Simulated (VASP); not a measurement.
# GaSb (F-43m) in VASP: a series of runs

The runs below take GaSb through single point, relaxation of cell and atoms, with LDA.

Program: VASP 6.6.1. These are calculated values, not measurements. Logs are shortened: lines on timing, memory, paths and dates and some standing lists are left out, and cuts for length are marked.

### 1 The cell of the first run

It takes space group F-43m (No. 216, cubic). Conventional cell: a = 6.015 Å, b = 6.015 Å, c = 6.015 Å, α = 90.00°, β = 90.00°, γ = 90.00°. Ga (site symmetry -43m) has 4 Sb at 2.60 Å within 3.4 Å. Within 3.4 Å of Sb (site symmetry -43m) lie 4 Ga at 2.60 Å.

### 2 Single point, LDA

INCAR

```
SYSTEM = GaSb
ALGO = Normal ; EDIFF = 1E-6
ENCUT = 500 ; GGA_COMPAT = .False.
ISIF = 2 ; ISMEAR = -1
LASPH = .True. ; LCHARG = .False.
LREAL = .False. ; LWAVE = .False.
NBANDS = 21 ; NELM = 120
PREC = Accurate ; SIGMA = 0.15
```

KPOINTS

```
k-points
0
Gamma
  12 12 12
  0 0 0
```

POSCAR

```
GaSb
1.0
    0.0000000000      3.0077470827      3.0077470827
    3.0077470827      0.0000000000      3.0077470827
    3.0077470827      3.0077470827      0.0000000000
Ga Sb
1 1
Direct
    0.0000000000      0.0000000000      0.0000000000
    0.7500000000      0.7500000000      0.7500000000
```

Potentials or basis: VASP PAW LDA potentials, release 64 (Ga_d, Sb_d_GW).

Run with:

```sh
$ cat potpaw_LDA.64/Ga_d/POTCAR potpaw_LDA.64/Sb_d_GW/POTCAR > POTCAR
$ mpirun -np 1 vasp_std > vasp.out
```

OUTCAR:

```text
SYSTEM = GaSb
   EDIFF = 1E-6
   ENCUT = 500
   ISIF = 2
   ISMEAR = -1
   LASPH = .True.
   LREAL = .False.
   NELM = 120
   PREC = Accurate

 ion  position               nearest neighbor table
   1  0.000  0.000  0.000-   2 2.60   2 2.60   2 2.60   2 2.60
   2  0.750  0.750  0.750-   1 2.60   1 2.60   1 2.60   1 2.60

  LATTYP: Found a face centered cubic cell.
 ALAT       =     6.0154941654

  Lattice vectors:

 A1 = (   0.0000000000,   3.0077470827,   3.0077470827)
 A2 = (   3.0077470827,   0.0000000000,   3.0077470827)
 A3 = (   3.0077470827,   3.0077470827,   0.0000000000)

Analysis of symmetry for initial positions (statically):
=====================================================================
 Subroutine PRICEL returns:
 Original cell was already a primitive cell.

 Routine SETGRP: Setting up the symmetry group for a
 face centered cubic supercell.

 Subroutine GETGRP returns: Found 24 space group operations
 (whereof 24 operations were pure point group operations)
 out of a pool of 48 trial point group operations.

The static configuration has the point symmetry T_d .

Analysis of symmetry for dynamics (positions and initial velocities):
=====================================================================
 Subroutine PRICEL returns:
 Original cell was already a primitive cell.

 Routine SETGRP: Setting up the symmetry group for a
 face centered cubic supercell.

 Subroutine GETGRP returns: Found 24 space group operations
 (whereof 24 operations were pure point group operations)
 out of a pool of 48 trial point group operations.

The dynamic configuration has the point symmetry T_d .

 Subroutine INISYM returns: Found 24 space group operations
 (whereof 24 operations are pure point group operations),
 and found     1 'primitive' translations

----------------------------------------------------------------------------------------

                                     Primitive cell

  volume of cell :      54.4194

  direct lattice vectors                    reciprocal lattice vectors
     0.000000000  3.007747083  3.007747083    -0.166237382  0.166237382  0.166237382
     3.007747083  0.000000000  3.007747083     0.166237382 -0.166237382  0.166237382
     3.007747083  3.007747083  0.000000000     0.166237382  0.166237382 -0.166237382

  length of vectors
     4.253596717  4.253596717  4.253596717     0.287931591  0.287931591  0.287931591

  position of ions in fractional coordinates (direct lattice)
     0.000000000  0.000000000  0.000000000
     0.750000000  0.750000000  0.750000000

  ion indices of the primitive-cell ions
   primitive index   ion index
                 1           1
                 2           2

----------------------------------------------------------------------------------------

 KPOINTS: k-points

Automatic generation of k-mesh.
 Grid dimensions read from file:
 generate k-points for:   12   12   12

 Generating k-lattice:

  Cartesian coordinates                     Fractional coordinates (reciprocal lattice)
    -0.013853115  0.013853115  0.013853115     0.083333333  0.000000000  0.000000000
     0.013853115 -0.013853115  0.013853115     0.000000000  0.083333333  0.000000000
     0.013853115  0.013853115 -0.013853115     0.000000000  0.000000000  0.083333333

  Length of vectors
     0.023994299  0.023994299  0.023994299

  Shift w.r.t. Gamma in fractional coordinates (k-lattice)
     0.000000000  0.000000000  0.000000000

 Subroutine IBZKPT returns following result:
 ===========================================

 Found     72 irreducible k-points:

 Following reciprocal coordinates:
            Coordinates               Weight
  0.000000  0.000000  0.000000      1.000000
  0.083333  0.000000  0.000000      8.000000
  0.166667  0.000000  0.000000      8.000000
  0.250000  0.000000  0.000000      8.000000
  0.333333  0.000000  0.000000      8.000000
  0.416667  0.000000  0.000000      8.000000
[... 16 lines left out ...]
  0.500000  0.166667  0.000000     24.000000
 -0.416667  0.166667  0.000000     24.000000
 [... further k-points ...]
   k-points           NKPTS =     72   k-points in BZ     NKDIM =     72   number of bands    NBANDS=     21
   number of dos      NEDOS =    301   number of ions     NIONS =      2
   total plane-waves  NPLWV =  32768
   dimension x,y,z NGX =    32 NGY =   32 NGZ =   32
   dimension x,y,z NGXF=    64 NGYF=   64 NGZF=   64
   ions per type =               1   1
   NGX,Y,Z   is equivalent  to a cutoff of  12.51, 12.51, 12.51 a.u.
   NGXF,Y,Z  is equivalent  to a cutoff of  25.01, 25.01, 25.01 a.u.
 SYSTEM =  GaSb
   PREC   = accura    normal or accurate (medium, high low for compatibility)
   ISTART =      0    job   : 0-new  1-cont  2-samecut
   ICHARG =      2    charge: 1-file 2-atom 10-const
   ISPIN  =      1    spin polarized calculation?
   LNONCOLLINEAR =      F non collinear calculations
   LSORBIT =      F    spin-orbit coupling
   LASPH  =      T    aspherical Exc in radial PAW
   ENCUT  =  500.0 eV  36.75 Ry    6.06 a.u.   7.76  7.76  7.76*2*pi/ulx,y,z
   NELM   =    120;   NELMIN=  2; NELMDL= -5     # of ELM steps
   EDIFF  = 0.1E-05   stopping-criterion for ELM
   LREAL  =      F    real-space projection
   EDIFFG = 0.1E-04   stopping-criterion for IOM
   NSW    =      0    number of steps for IOM
   IBRION =     -1    ionic relax: 0-MD 1-quasi-New 2-CG
   NFREE  =      0    steps in history (QN), initial steepest desc. (CG)
   ISIF   =      2    stress and relaxation
   ISYM   =      2    0-nonsym 1-usesym 2-fastsym
   POTIM  = 0.5000    time-step for ionic-motion
   TEBEG  =    0.0;   TEEND  =   0.0 temperature during run
   PSTRESS=    0.0 pullay stress
   NELECT =      28.0000    total number of electrons
   NUPDOWN=      -1.0000    fix difference up-down
   EMIN   =  10.00;   EMAX   =-10.00  energy-range for DOS
   EFERMI =   0.00;   METHOD = LEGACY
   ISMEAR =    -1;   SIGMA  =   0.15  broadening in eV -4-tet -1-fermi 0-gaus
   EFERMI_NEDOS =   21; number of points for ismear=-14 and -15
   IALGO  =     38    algorithm
   IMIX   =      4    mixing-type and parameters
     AMIX     =   0.40;   BMIX     =  1.00
     AMIX_MAG =   1.60;   BMIX_MAG =  1.00
  volume/ion in A,a.u.               =      27.21       183.62
  Fermi-wavevector in a.u.,A,eV,Ry     =   1.311826  2.478991 23.414091  1.720887
  Thomas-Fermi vector in A             =   2.442261
   LORBIT       =      0    0 simple, 1 ext, 2 COOP (PROOUT), +10 PAW based schemes
   GGA     = CA    functional components
   LHFCALC =     F    Hartree Fock is set to
   AEXX    =    0.0000 exact exchange contribution
   IVDW    =     0    specifies the selected vdW correction
   LEPSILON=     F    determine dielectric tensor
   LRPA    =     F    only Hartree local field effects (RPA)
 non-spin polarized calculation
  energy-cutoff  :      500.00
  volume of cell :       54.42
 maximum number of plane-waves:      1411
   NGX = 15   NGY = 15   NGZ = 15

 number of electron      27.9999999 magnetization

 Free energy of the ion-electron system (eV)
  ---------------------------------------------------
  ext. energy  EPLUGINS =         0.00000000
  ---------------------------------------------------
  free energy    TOTEN  =        -8.68306452 eV

  energy without entropy =       -8.67721203  energy(sigma->0) =       -8.68013827

 E-fermi :   4.3086     XC(G=0):  -9.8578

 val. band max:        4.0967556985   @ k =   0.0000   0.0000   0.0000
 cond. band min:       4.3324207029   @ k =   0.0000   0.0000   0.0000
 fundamental gap:      0.2356650044
 Fermi energy:         4.3086129693

 k-point     1 :       0.0000    0.0000    0.0000
  band No.  band energies     occupation
      1     -24.6909      2.00000
      2     -24.6909      2.00000
      3     -24.6909      2.00000
      4     -24.6653      2.00000
      5     -24.6653      2.00000
      6     -11.1389      2.00000
[... 13 lines left out ...]
     20      13.0598      0.00000
     21      13.0598      0.00000

 k-point     2 :       0.0833    0.0000    0.0000
  band No.  band energies     occupation
      1     -24.6908      2.00000
      2     -24.6906      2.00000
      3     -24.6906      2.00000
      4     -24.6652      2.00000
      5     -24.6652      2.00000
      6     -11.1412      2.00000
[... 13 lines left out ...]
     20      12.3773      0.00000
     21      12.3773      0.00000

 k-point     3 :       0.1667    0.0000    0.0000
  band No.  band energies     occupation
      1     -24.6907      2.00000
      2     -24.6900      2.00000
      3     -24.6900      2.00000
      4     -24.6651      2.00000
      5     -24.6651      2.00000
      6     -11.1477      2.00000
[... 13 lines left out ...]
     20      11.8497      0.00000
     21      11.8497      0.00000

 k-point     4 :       0.2500    0.0000    0.0000
  band No.  band energies     occupation
      1     -24.6905      2.00000
      2     -24.6891      2.00000
      3     -24.6891      2.00000
      4     -24.6648      2.00000
      5     -24.6648      2.00000
      6     -11.1563      2.00000
[... 13 lines left out ...]
     20      11.8280      0.00000
     21      11.8280      0.00000

 k-point     5 :       0.3333    0.0000    0.0000
  band No.  band energies     occupation
      1     -24.6904      2.00000
      2     -24.6882      2.00000
      3     -24.6882      2.00000
      4     -24.6645      2.00000
      5     -24.6645      2.00000
      6     -11.1648      2.00000
[... 13 lines left out ...]
     20      12.3899      0.00000
     21      12.3899      0.00000
[... 382 lines left out ...]
     20      12.8478      0.00000
     21      13.5636      0.00000

 k-point    22 :       0.4167    0.1667    0.0000
  band No.  band energies     occupation
      1     -24.6912      2.00000
      2     -24.6872      2.00000
      3     -24.6866      2.00000
      4     -24.6655      2.00000
      5     -24.6634      2.00000
      6     -11.1738      2.00000
[... 13 lines left out ...]
     20      13.5889      0.00000
     21      14.2804      0.00000

 k-point    23 :       0.5000    0.1667    0.0000
  band No.  band energies     occupation
      1     -24.6905      2.00000
      2     -24.6873      2.00000
      3     -24.6864      2.00000
      4     -24.6651      2.00000
      5     -24.6635      2.00000
      6     -11.1769      2.00000
[... 13 lines left out ...]
     20      14.0507      0.00000
     21      14.3054      0.00000

 k-point    24 :      -0.4167    0.1667    0.0000
  band No.  band energies     occupation
      1     -24.6899      2.00000
      2     -24.6875      2.00000
      3     -24.6866      2.00000
      4     -24.6646      2.00000
      5     -24.6639      2.00000
      6     -11.1768      2.00000
[... 13 lines left out ...]
     20      13.0107      0.00000
     21      13.3335      0.00000

 [... further k-points ...]
[... 5 lines left out ...]
  --------------------------------------------------------------------------------------
  -------------------------------------------------------------------------------------
  Total        0.3486797      0.3486797      0.3486797     -0.0000000      0.0000000     -0.0000000
  in kB       10.2655752     10.2655752     10.2655752     -0.0000000      0.0000000     -0.0000000
  external PRESSURE =      10.2655752 kB  Pullay stress =       0.0000000 kB

 VOLUME and BASIS-vectors are now :
 -----------------------------------------------------------------------------
  energy-cutoff  :      500.00
  volume of cell :       54.42
      direct lattice vectors                 reciprocal lattice vectors
     0.000000000  3.007747083  3.007747083    -0.166237382  0.166237382  0.166237382
     3.007747083  0.000000000  3.007747083     0.166237382 -0.166237382  0.166237382
     3.007747083  3.007747083  0.000000000     0.166237382  0.166237382 -0.166237382

 POSITION                                       TOTAL-FORCE (eV/Angst)
 -----------------------------------------------------------------------------------
      0.00000      0.00000      0.00000        -0.000000     -0.000000     -0.000000
      4.51162      4.51162      4.51162         0.000000      0.000000      0.000000
 -----------------------------------------------------------------------------------
    total drift:                                0.000000      0.000000      0.000000

  FREE ENERGIE OF THE ION-ELECTRON SYSTEM (eV)
  ---------------------------------------------------
  free  energy   TOTEN  =        -8.6830645190 eV

  energy  without entropy=       -8.6772120269  energy(sigma->0) =       -8.68013827
```

Wall time 26 s (1 thread of Intel Xeon 6975P-C (Granite Rapids), shared host); peak memory 0.22 GiB.

What came out:

- Free energy: -8.6831 eV
- Pressure: 1.0 GPa
- Band gap on the k mesh: 0.24 eV

Levels at points of the mesh, in eV from the valence-band top:
```
           k point  band 11  band 12  band 13  band 14  band 15  band 16  band 17  band 18
(0.00, 0.00, 0.00)   -11.88     0.00     0.00     0.00     0.24     2.76     2.76     2.76
(0.50, 0.00, 0.00)   -10.13    -6.65    -1.23    -1.23     0.41     3.75     3.75     6.31
(0.50, 0.50, 0.00)    -9.23    -7.07    -2.75    -2.75     0.79     1.08     8.97     8.97
```

Caveat: semilocal functionals underestimate gaps, and a narrow one can read as zero; spin-orbit coupling is left out, which moves the levels of the heavy elements. A k mesh can miss the band edges.

### 3 Relaxation of cell and atoms, LDA, target pressure 1 GPa, at which the enthalpy is minimised

This run uses another cell than the first one, of 27.68 Å³/atom.

INCAR

```
ALGO = Normal
EDIFF = 1E-7
EDIFFG = -0.001
ENCUT = 500
GGA_COMPAT = F
IBRION = 2
ISIF = 3
ISMEAR = -1
LASPH = T
LCHARG = F
LREAL = F
LWAVE = F
NELM = 120
NELMIN = 4
NSW = 80
PREC = Accurate
PSTRESS = 10.0
SIGMA = 0.15
```

KPOINTS

```
k-points
0
Gamma
  12 12 12
```

POSCAR

```
GaSb
1.0
    0.0000000000      3.0250672255      3.0250672255
    3.0250672255      0.0000000000      3.0250672255
    3.0250672255      3.0250672255      0.0000000000
Ga Sb
1 1
Direct
    0.0000000000      0.0000000000      0.0000000000
    0.7500000000      0.7500000000      0.7500000000
```

Potentials or basis: VASP PAW LDA potentials, release 64 (Ga_d, Sb_d_GW).

Run with:

```sh
$ cat potpaw_LDA.64/Ga_d/POTCAR potpaw_LDA.64/Sb_d_GW/POTCAR > POTCAR
$ mpirun -np 1 vasp_std > vasp.out
```

Wall time 2.6 min (1 thread of Intel Xeon Platinum 8488C (Sapphire Rapids), shared host); peak memory 0.22 GiB.

Results (log left out):

```yaml
Free_energy: -8.6838 eV
Relaxed_volume: 27.25 Å³/atom
Relaxed_cell: a = 4.256 Å, b = 4.256 Å, c = 4.256 Å, α = 60.00°, β = 60.00°, γ = 60.00°
Space_group_after_relaxing_to_0.1_Å: F-43m (No. 216)
Energy_change_on_relaxing_the_run_minimises_the_enthalpy: +1.5 meV/atom
Ionic_steps: 10
Pressure_after_relaxing: 1.0 GPa
Band_gap_on_the_k_mesh: 0.23 eV
```

Step by step:
```
step  energy change (eV)  largest force (eV/Å)  pressure (GPa)  volume (Å³)
   1              0.0000                0.0000            0.09        55.36
   2              0.0059                0.0000            1.45        54.11
   3              0.0029                0.0000            0.84        54.50
   4              0.0036                0.0000            1.15        54.40
   5              0.0032                0.0000            1.04        54.45
   6              0.0031                0.0000            1.03        54.47
   7              0.0030                0.0000            1.01        54.48
   8              0.0029                0.0000            0.99        54.50
   9              0.0029                0.0000            1.02        54.50
  10              0.0029                0.0000            0.99        54.50
```

Final structure:
```
Ga Sb
1.0
     0.00000    3.00921    3.00921
     3.00921    0.00000    3.00921
     3.00921    3.00921    0.00000
Ga Sb
1 1
Direct
  0.00000 0.00000 0.00000
  0.75000 0.75000 0.75000
```

Levels at points of the mesh, in eV from the valence-band top:
```tsv
k point	band 11	band 12	band 13	band 14	band 15	band 16	band 17	band 18
(0.00, 0.00, 0.00)	-11.87	0.00	0.00	0.00	0.23	2.76	2.76	2.76
(0.50, 0.00, 0.00)	-10.12	-6.64	-1.23	-1.23	0.41	3.75	3.75	6.31
(0.50, 0.50, 0.00)	-9.23	-7.06	-2.74	-2.74	0.79	1.09	8.96	8.96
```

Caveat: the cell is relaxed towards a set pressure, so the run minimises the enthalpy, not the energy; semilocal functionals underestimate gaps, and a narrow one can read as zero; spin-orbit coupling is left out, which moves the levels of the heavy elements.
